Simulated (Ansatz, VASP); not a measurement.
One calculation of FeAgSe2, two programs

The input INCAR:

```
SYSTEM = FeAgSe2
  ALGO = Normal
  EDIFF = 1E-7
  ENCUT = 520
  GGA = PE
  ISIF = 2
  ISMEAR = 0
  ISPIN = 2
  LASPH = .TRUE.
  LCHARG = .FALSE.
  LMAXMIX = 4
  LORBIT = 11
  LREAL = .FALSE.
  LWAVE = .FALSE.
  MAGMOM = 0 5 0 0
  NBANDS = 28
  NELM = 150
  PREC = Accurate
  SIGMA = 0.05
```

The input KPOINTS:

```
k-points
0
G
  6 6 6
  0 0 0
```

File POSCAR:

```
FeAgSe2
1.0
    1.9492846900      1.1254200400      7.0766472500
   -1.9492846900      1.1254200400      7.0766472500
    0.0000000000     -2.2508400800      7.0766472500
Ag Fe Se
1 1 2
Direct
    0.5000000000      0.5000000000      0.5000000000
    0.0000000000      0.0000000000      0.0000000000
    0.2667000000      0.2667000000      0.2667000000
    0.7333000000      0.7333000000      0.7333000000
```

Input for Ansatz:

```yaml
crystal:
  lattice:
    - [1.94928469, 1.12542004, 7.07664725]
    - [-1.94928469, 1.12542004, 7.07664725]
    - [0.0, -2.25084008, 7.07664725]
  atoms:
    - { symbol: Ag, position: [0.5, 0.5, 0.5] }
    - { symbol: Fe, position: [0.0, 0.0, 0.0], spin: 5.0 }
    - { symbol: Se, position: [0.2667, 0.2667, 0.2667] }
    - { symbol: Se, position: [0.7333, 0.7333, 0.7333] }
basis:
  ecutwfc: 420
  ecutrho_ratio: 4
kpoints:
  mp_grid: { grid: [6, 6, 6] }
hamiltonian:
  xc: pbe
scf:
  occupations: { method: gaussian, width: 0.05 }
  lower_state_search: "off"
  max_iter: 150
output:
  forces: true
  stress: true
  eigenvalues: true
  populations: true
  hubbard: { sites: [{ site: 1, l: d }] }
magnetization:
  spin_polarized: true
```

Alike in both runs: task single point; functional PBE; k mesh 6 × 6 × 6; occupations gaussian, width 0.05 eV; collinear spin.

|  | VASP | Ansatz |
| --- | --- | --- |
| version | VASP 6.6.1 | Ansatz 0.2.0 |
| potentials or method | VASP PAW PBE potentials, release 64 (Ag, Fe, Se), cutoff 520 eV | scalar-relativistic, plane waves, PAW |
| valence electrons in the cell | 31 | 67 |

```csv
,VASP,Ansatz,Ansatz less VASP
gap on the k mesh at the Fermi level (eV),none,none,-
pressure (GPa),-8.1,-8.0,+0.07
"traceless stress, the component that is largest in VASP (GPa)",0.79,0.85,+0.052
rms of the force components (eV/Å),0.030,0.029,-0.0011
net moment per atom (μB),0.85,0.86,+0.010
size of the moment on the site where the two differ most (μB),3.15,3.18,+0.028
```

Site moments also hang on the region over which each program counts them. Atom by atom the forces differ by 0.001 eV/Å (rms over components). A gap of «none» marks a metal or a gap that the smearing closes. VASP's potentials hold 31 valence electrons a cell and Ansatz's 67, so a difference there can come from the potentials and not from the codes.
